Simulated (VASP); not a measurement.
Runs of VASP 6.6.1 on Al2Cu. The structure is that of space group P4/mmm (No. 123), or close to it. The cells are those of the table. 

```tsv
cell	further INCAR settings	gap on the mesh (eV)	pressure (GPa)	largest force (eV/Å)
a = 3.956, b = 3.956, c = 2.885 Å, 3 atoms	ALGO = Fast; EDIFF = 1e-06; NBANDS = 16	none	10.2	1.08
a = 4.121, b = 4.121, c = 2.885 Å, 3 atoms	ALGO = Fast; EDIFF = 1e-06; NBANDS = 16	none	(c)	0.41
a = 4.231, b = 4.231, c = 2.885 Å, 3 atoms	ALGO = Fast; EDIFF = 1e-06; NBANDS = 16	none	-4.3	(b)
a = 4.066, b = 4.066, c = 2.885 Å, 3 atoms	ALGO = Fast; EDIFF = 1e-07; NBANDS = 16	none	(a)	0.90
a = 3.956, b = 3.956, c = 2.885 Å, 3 atoms	ALGO = Fast; EDIFF = 1e-07; NBANDS = 16	none	9.3	0.54
```

Alike in all rows: task single point; level PBE; potentials or basis VASP PAW PBE potentials, release 64 (Al, Cu); no spin polarisation; k mesh 10 × 10 × 14; cutoff (eV) 520; smearing gaussian 0.15 eV.

**Question.** Estimate the missing entries.

**Answer.** (a) 3.2; (b) 0.33; (c) 0.0.

Caveats: forces of over 1 eV/Å act on the atoms, so gaps and moduli don't describe the material at rest (some runs).

A gap of «none» marks levels without a gap at the run's occupations.
